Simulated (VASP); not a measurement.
The system is Zn.

```
Zn
1.0
     2.66480    0.00000    0.00000
    -1.33240    2.30778    0.00000
     0.00000    0.00000    4.94670
Zn
2
Cartesian
  0.0000 1.5385 1.2367
  1.3324 0.7693 3.7100
```

- Program: VASP 6.6.1
- Task: relaxation of cell and atoms
- Functional: PBEsol
- Potentials or basis: VASP PAW PBE potentials, release 64 (Zn)
- Cutoff: 600 eV
- k mesh: 18 × 18 × 8
- Occupations: gaussian, width 0.1 eV
- Spin: no spin polarisation

At the start: pressure -5.1 GPa; volume 15.21 Å³/atom.

**Question.** How do energy, volume and symmetry change on relaxing?

**Answer.** Over 3 steps the energy falls by 16.6 meV/atom and the volume is 14.27 Å³/atom (-6.2 %); space group P6_3/mmc (No. 194, to 0.1 Å) before and after.

Step by step:
| step | energy change (eV) | largest force (eV/Å) | pressure (GPa) | volume (Å³) |
| --- | --- | --- | --- | --- |
| 1 | 0.0000 | 0.0000 | -5.07 | 30.42 |
| 2 | -0.0328 | 0.0000 | 0.63 | 28.35 |
| 3 | -0.0332 | 0.0000 | 0.02 | 28.53 |

Final structure:
```xyz
2
Lattice="2.6013 0.0000 0.0000 -1.3006 2.2528 0.0000 0.0000 0.0000 4.8686" Properties=species:S:1:pos:R:3 pbc="T T T"
Zn    0.0000    1.5018    1.2172
Zn    1.3006    0.7509    3.6515
```

Caveat: the PAW data sets were made with another functional, which shifts forces and pressure a little.
